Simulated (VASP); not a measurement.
# MgCd3O (P4mm) in VASP: a series of runs

The runs below take MgCd3O through single point, relaxation of cell and atoms, with PBE.

Program: VASP 6.6.1. These are calculated values, not measurements. Logs are shortened: lines on timing, memory, paths and dates and some standing lists are left out, and cuts for length are marked.

### Step 1. The cell of the first run

Symmetry: P4mm, No. 99, tetragonal system. The conventional cell has a = 4.193 Å, b = 4.193 Å, c = 5.305 Å, α = 90.00°, β = 90.00°, γ = 90.00°. Mg (site symmetry 4mm) has 12 Cd at 3.02 to 3.38 Å and 4 O at 3.46 Å within 4.0 Å. Within 3.1 Å of Cd (site symmetry 4mm) lie 2 O at 2.35 to 2.95 Å and 4 Cd at 2.96 Å and 4 Mg at 3.02 Å. Cd (site symmetry 2mm) has 2 O at 2.27 Å and 6 Cd at 2.96 Å within 3.0 Å. O (site symmetry 4mm) has 6 Cd at 2.27 to 2.95 Å within 3.0 Å.

The cell was generated, and may not be a known phase.

### Step 2. Single point, PBE

Input file INCAR:

```
PREC = Accurate ; ENCUT = 600
EDIFF = 1E-6 ; ISMEAR = 0
SIGMA = 0.1 ; LREAL = F
LASPH = T ; NELM = 120
ALGO = Normal ; ISIF = 2
LWAVE = F ; LCHARG = T
GGA = PE ; LELF = T
LVHAR = T ; NBANDS = 30
GGA_COMPAT = F
```

Input file KPOINTS:

```
Automatic mesh
0
Gamma
  4 4 4
```

Input file POSCAR:

```
MgCd3O
1.0
    4.1925037600      0.0000000000      0.0000000000
    0.0000000000      4.1925037600      0.0000000000
    0.0000000000      0.0000000000      5.3050044700
Mg Cd O
1 3 1
Direct
    0.0000000000      0.0000000000      0.0000000000
    0.5000000000      0.5000000000      0.1059000000
    0.0000000000      0.5000000000      0.5000000000
    0.5000000000      0.0000000000      0.5000000000
    0.5000000000      0.5000000000      0.6620000000
```

Potentials or basis: VASP PAW PBE potentials, release 64 (Mg, Cd, O).

On the command line:

```console
$ cat potpaw_PBE.64/Mg/POTCAR potpaw_PBE.64/Cd/POTCAR potpaw_PBE.64/O/POTCAR > POTCAR
$ mpirun -np 1 vasp_std > vasp.out
```

OUTCAR:

```text
PREC = Accurate
   ENCUT = 600
   EDIFF = 1E-6
   ISMEAR = 0
   LREAL = F
   LASPH = T
   NELM = 120
   ISIF = 2
   GGA = PE

 ion  position               nearest neighbor table
   1  0.000  0.000  0.000-   2 3.02   2 3.02   2 3.02   2 3.02   4 3.38   3 3.38   3 3.38   3 3.38
                             4 3.38   4 3.38   4 3.38   3 3.38
   2  0.500  0.500  0.106-   5 2.35   4 2.96   3 2.96   4 2.96   3 2.96   1 3.02   1 3.02   1 3.02
                             1 3.02
   3  0.000  0.500  0.500-   5 2.27   5 2.27   2 2.96   2 2.96   4 2.96   4 2.96   4 2.96   4 2.96
                             1 3.38   1 3.38   1 3.38   1 3.38
   4  0.500  0.000  0.500-   5 2.27   5 2.27   2 2.96   2 2.96   3 2.96   3 2.96   3 2.96   3 2.96
                             1 3.38   1 3.38   1 3.38   1 3.38
   5  0.500  0.500  0.662-   3 2.27   4 2.27   4 2.27   3 2.27   2 2.35

  LATTYP: Found a simple tetragonal cell.
 ALAT       =     4.1925037600
 C/A-ratio  =     1.2653547316

  Lattice vectors:

 A1 = (   4.1925037600,   0.0000000000,   0.0000000000)
 A2 = (   0.0000000000,   4.1925037600,   0.0000000000)
 A3 = (   0.0000000000,   0.0000000000,   5.3050044700)

Analysis of symmetry for initial positions (statically):
=====================================================================
 Subroutine PRICEL returns:
 Original cell was already a primitive cell.

 Routine SETGRP: Setting up the symmetry group for a
 simple tetragonal supercell.

 Subroutine GETGRP returns: Found  8 space group operations
 (whereof  8 operations were pure point group operations)
 out of a pool of 16 trial point group operations.

The static configuration has the point symmetry C_4v.

Analysis of symmetry for dynamics (positions and initial velocities):
=====================================================================
 Subroutine PRICEL returns:
 Original cell was already a primitive cell.

 Routine SETGRP: Setting up the symmetry group for a
 simple tetragonal supercell.

 Subroutine GETGRP returns: Found  8 space group operations
 (whereof  8 operations were pure point group operations)
 out of a pool of 16 trial point group operations.

The dynamic configuration has the point symmetry C_4v.

 Subroutine INISYM returns: Found  8 space group operations
 (whereof  8 operations are pure point group operations),
 and found     1 'primitive' translations

----------------------------------------------------------------------------------------

                                     Primitive cell

  volume of cell :      93.2465

  direct lattice vectors                    reciprocal lattice vectors
     4.192503760  0.000000000  0.000000000     0.238520955  0.000000000  0.000000000
     0.000000000  4.192503760  0.000000000     0.000000000  0.238520955  0.000000000
     0.000000000  0.000000000  5.305004470     0.000000000  0.000000000  0.188501255

  length of vectors
     4.192503760  4.192503760  5.305004470     0.238520955  0.238520955  0.188501255

  position of ions in fractional coordinates (direct lattice)
     0.000000000  0.000000000  0.000000000
     0.500000000  0.500000000  0.105900000
     0.000000000  0.500000000  0.500000000
     0.500000000  0.000000000  0.500000000
     0.500000000  0.500000000  0.662000000

  ion indices of the primitive-cell ions
   primitive index   ion index
                 1           1
                 2           2
                 3           3
                 4           4
                 5           5

----------------------------------------------------------------------------------------

 KPOINTS: Automatic mesh

Automatic generation of k-mesh.
 Grid dimensions read from file:
 generate k-points for:    4    4    4

 Generating k-lattice:

  Cartesian coordinates                     Fractional coordinates (reciprocal lattice)
     0.059630239  0.000000000  0.000000000     0.250000000  0.000000000  0.000000000
     0.000000000  0.059630239  0.000000000     0.000000000  0.250000000  0.000000000
     0.000000000  0.000000000  0.047125314     0.000000000  0.000000000  0.250000000

  Length of vectors
     0.059630239  0.059630239  0.047125314

  Shift w.r.t. Gamma in fractional coordinates (k-lattice)
     0.000000000  0.000000000  0.000000000

 Subroutine IBZKPT returns following result:
 ===========================================

 Found     18 irreducible k-points:

 Following reciprocal coordinates:
            Coordinates               Weight
  0.000000  0.000000  0.000000      1.000000
  0.250000  0.000000  0.000000      4.000000
  0.500000  0.000000  0.000000      2.000000
  0.250000  0.250000  0.000000      4.000000
  0.500000  0.250000  0.000000      4.000000
  0.500000  0.500000  0.000000      1.000000
[... 10 lines left out ...]
  0.500000  0.250000  0.500000      4.000000
  0.500000  0.500000  0.500000      1.000000
   k-points           NKPTS =     18   k-points in BZ     NKDIM =     18   number of bands    NBANDS=     30
   number of dos      NEDOS =    301   number of ions     NIONS =      5
   total plane-waves  NPLWV =  54432
   dimension x,y,z NGX =    36 NGY =   36 NGZ =   42
   dimension x,y,z NGXF=    72 NGYF=   72 NGZF=   84
   ions per type =               1   3   1
   NGX,Y,Z   is equivalent  to a cutoff of  14.28, 14.28, 13.16 a.u.
   NGXF,Y,Z  is equivalent  to a cutoff of  28.55, 28.55, 26.32 a.u.
 SYSTEM =  unknown system
   PREC   = accura    normal or accurate (medium, high low for compatibility)
   ISTART =      0    job   : 0-new  1-cont  2-samecut
   ICHARG =      2    charge: 1-file 2-atom 10-const
   ISPIN  =      1    spin polarized calculation?
   LNONCOLLINEAR =      F non collinear calculations
   LSORBIT =      F    spin-orbit coupling
   LASPH  =      T    aspherical Exc in radial PAW
   ENCUT  =  600.0 eV  44.10 Ry    6.64 a.u.   8.37  8.37 10.60*2*pi/ulx,y,z
   NELM   =    120;   NELMIN=  2; NELMDL= -5     # of ELM steps
   EDIFF  = 0.1E-05   stopping-criterion for ELM
   LREAL  =      F    real-space projection
   EDIFFG = 0.1E-04   stopping-criterion for IOM
   NSW    =      0    number of steps for IOM
   IBRION =     -1    ionic relax: 0-MD 1-quasi-New 2-CG
   NFREE  =      0    steps in history (QN), initial steepest desc. (CG)
   ISIF   =      2    stress and relaxation
   ISYM   =      2    0-nonsym 1-usesym 2-fastsym
   POTIM  = 0.5000    time-step for ionic-motion
   TEBEG  =    0.0;   TEEND  =   0.0 temperature during run
   PSTRESS=    0.0 pullay stress
   NELECT =      44.0000    total number of electrons
   NUPDOWN=      -1.0000    fix difference up-down
   EMIN   =  10.00;   EMAX   =-10.00  energy-range for DOS
   EFERMI =   0.00;   METHOD = LEGACY
   ISMEAR =     0;   SIGMA  =   0.10  broadening in eV -4-tet -1-fermi 0-gaus
   EFERMI_NEDOS =   21; number of points for ismear=-14 and -15
   IALGO  =     38    algorithm
   IMIX   =      4    mixing-type and parameters
     AMIX     =   0.40;   BMIX     =  1.00
     AMIX_MAG =   1.60;   BMIX_MAG =  1.00
  volume/ion in A,a.u.               =      18.65       125.85
  Fermi-wavevector in a.u.,A,eV,Ry     =   1.274524  2.408502 22.101474  1.624413
  Thomas-Fermi vector in A             =   2.407288
   LORBIT       =      0    0 simple, 1 ext, 2 COOP (PROOUT), +10 PAW based schemes
   GGA     = PE    functional components
   LHFCALC =     F    Hartree Fock is set to
   AEXX    =    0.0000 exact exchange contribution
   IVDW    =     0    specifies the selected vdW correction
   LEPSILON=     F    determine dielectric tensor
   LRPA    =     F    only Hartree local field effects (RPA)
 non-spin polarized calculation
 Gauss-broadening in eV      SIGMA  =   0.10
  energy-cutoff  :      600.00
  volume of cell :       93.25
 maximum number of plane-waves:      3141
 NGX is ok and might be reduce to    36
   NGX = 17   NGY = 17   NGZ = 21

 number of electron      44.0000008 magnetization

 Free energy of the ion-electron system (eV)
  ---------------------------------------------------
  ext. energy  EPLUGINS =         0.00000000
  ---------------------------------------------------
  free energy    TOTEN  =        -9.31774547 eV

  energy without entropy =       -9.31132399  energy(sigma->0) =       -9.31453473

 E-fermi :   2.9708     XC(G=0): -10.5125

 val. band max:        2.8562592623   @ k =   0.5000   0.0000   0.5000
 cond. band min:       3.0404187344   @ k =   0.5000   0.2500   0.5000
 fundamental gap:      0.1841594721
 Fermi energy:         2.9708064715

 k-point     1 :       0.0000    0.0000    0.0000
  band No.  band energies     occupation
      1     -15.7529      2.00000
      2      -6.6694      2.00000
      3      -6.5300      2.00000
      4      -6.5300      2.00000
      5      -6.3586      2.00000
      6      -6.3229      2.00000
[... 22 lines left out ...]
     29       9.4547      0.00000
     30      11.1599      0.00000

 k-point     2 :       0.2500    0.0000    0.0000
  band No.  band energies     occupation
      1     -15.6954      2.00000
      2      -6.5102      2.00000
      3      -6.4614      2.00000
      4      -6.4567      2.00000
      5      -6.1991      2.00000
      6      -6.1620      2.00000
[... 22 lines left out ...]
     29       9.8937      0.00000
     30      10.3474      0.00000

 k-point     3 :       0.5000    0.0000    0.0000
  band No.  band energies     occupation
      1     -15.6367      2.00000
      2      -6.3926      2.00000
      3      -6.1946      2.00000
      4      -6.1249      2.00000
      5      -6.0533      2.00000
      6      -6.0519      2.00000
[... 22 lines left out ...]
     29       9.5390      0.00000
     30      11.4413      0.00000

 k-point     4 :       0.2500    0.2500    0.0000
  band No.  band energies     occupation
      1     -15.6398      2.00000
      2      -6.6355      2.00000
      3      -6.4010      2.00000
      4      -6.2314      2.00000
      5      -6.1205      2.00000
      6      -6.0446      2.00000
[... 22 lines left out ...]
     29       9.1605      0.00000
     30      10.4792      0.00000

 k-point     5 :       0.5000    0.2500    0.0000
  band No.  band energies     occupation
      1     -15.5832      2.00000
      2      -6.4812      2.00000
      3      -6.4071      2.00000
      4      -6.2445      2.00000
      5      -6.2004      2.00000
      6      -6.0086      2.00000
[... 22 lines left out ...]
     29       9.1537      0.00000
     30      10.1211      0.00000
[... 328 lines left out ...]
     29       9.0881      0.00000
     30       9.4257      0.00000

 k-point    16 :       0.2500    0.2500    0.5000
  band No.  band energies     occupation
      1     -15.6092      2.00000
      2      -6.7887      2.00000
      3      -6.4165      2.00000
      4      -6.2037      2.00000
      5      -6.1305      2.00000
      6      -6.1212      2.00000
[... 22 lines left out ...]
     29      10.8176      0.00000
     30      11.1844      0.00000

 k-point    17 :       0.5000    0.2500    0.5000
  band No.  band energies     occupation
      1     -15.5550      2.00000
      2      -6.6371      2.00000
      3      -6.5138      2.00000
      4      -6.2762      2.00000
      5      -6.2497      2.00000
      6      -6.0930      2.00000
[... 22 lines left out ...]
     29      11.3163      0.00000
     30      11.4323      0.00000

 k-point    18 :       0.5000    0.5000    0.5000
  band No.  band energies     occupation
      1     -15.5030      2.00000
      2      -6.7008      2.00000
      3      -6.7008      2.00000
      4      -6.4126      2.00000
      5      -6.2264      2.00000
      6      -6.0956      2.00000
[... 22 lines left out ...]
     29      12.3011      0.00000
     30      12.3011      0.00000

------------------------ aborting loop because EDIFF is reached ----------------------------------------

  FORCE on cell =-STRESS in cart. coord.  units (eV):
  Direction    XX          YY          ZZ          XY          YZ          ZX
  --------------------------------------------------------------------------------------
  -------------------------------------------------------------------------------------
  Total        5.2336210      5.2336210      1.5833600      0.0000000      0.0000000      0.0000000
  in kB       89.9249434     89.9249434     27.2055543      0.0000000      0.0000000      0.0000000
  external PRESSURE =      69.0184804 kB  Pullay stress =       0.0000000 kB

 VOLUME and BASIS-vectors are now :
 -----------------------------------------------------------------------------
  energy-cutoff  :      600.00
  volume of cell :       93.25
      direct lattice vectors                 reciprocal lattice vectors
     4.192503760  0.000000000  0.000000000     0.238520955  0.000000000  0.000000000
     0.000000000  4.192503760  0.000000000     0.000000000  0.238520955  0.000000000
     0.000000000  0.000000000  5.305004470     0.000000000  0.000000000  0.188501255

 POSITION                                       TOTAL-FORCE (eV/Angst)
 -----------------------------------------------------------------------------------
      0.00000      0.00000      0.00000        -0.000000      0.000000      0.296311
      2.09625      2.09625      0.56180        -0.000000      0.000000     -0.720194
      0.00000      2.09625      2.65250         0.000000      0.000000     -0.475435
      2.09625      0.00000      2.65250        -0.000000      0.000000     -0.475435
      2.09625      2.09625      3.51191        -0.000000      0.000000      1.374753
 -----------------------------------------------------------------------------------
    total drift:                                0.000000      0.000000     -0.000787

  FREE ENERGIE OF THE ION-ELECTRON SYSTEM (eV)
  ---------------------------------------------------
  free  energy   TOTEN  =        -9.3177454703 eV

  energy  without entropy=       -9.3113239919  energy(sigma->0) =       -9.31453473
```

It took 29 s on 1 thread of Intel Xeon 6975P-C (Granite Rapids), shared host; peak memory 0.24 GiB.

Results:

```yaml
Free_energy: -9.3177 eV
Pressure: 6.9 GPa
Largest_force: 1.375 eV/Å
Band_gap_on_the_k_mesh: zero (bands 22 and 23 overlap by 3.18 eV)
```

Forces on the atoms (eV/Å):
```
Mg   0.000  0.000  0.296
Cd   0.000  0.000 -0.720
Cd   0.000  0.000 -0.475
Cd   0.000  0.000 -0.475
O    0.000  0.000  1.375
```

Stress tensor (GPa, compression positive):
```
8.99 0.00 0.00
0.00 8.99 0.00
0.00 0.00 2.72
```

Levels at points of the mesh, in eV from the Fermi level:
```csv
k point,band 20,band 21,band 22,band 23,band 24,band 25
"(0.00, 0.00, 0.00)",-4.07,-1.11,0.76,2.10,2.10,2.31
"(0.50, 0.00, 0.00)",-3.52,-2.22,1.10,1.53,1.75,2.82
"(0.50, 0.50, 0.00)",-2.63,-1.92,-1.08,-1.08,3.00,3.23
"(0.00, 0.00, 0.50)",-3.77,-1.92,2.11,2.11,3.08,3.76
"(0.50, 0.00, 0.50)",-3.32,-1.56,-1.09,-0.11,4.01,4.68
"(0.50, 0.50, 0.50)",-2.09,-2.09,-1.98,0.12,0.18,2.20
```

Caveat: the k points lie up to 0.37 Å⁻¹ apart, too coarse for converged energies and pressures of a metal; forces of over 1 eV/Å act on the atoms, so gaps and moduli don't describe the material at rest.

[end of part 1 of 2]

The gap in the log of VASP goes by the Fermi energy; the results here count the filled bands.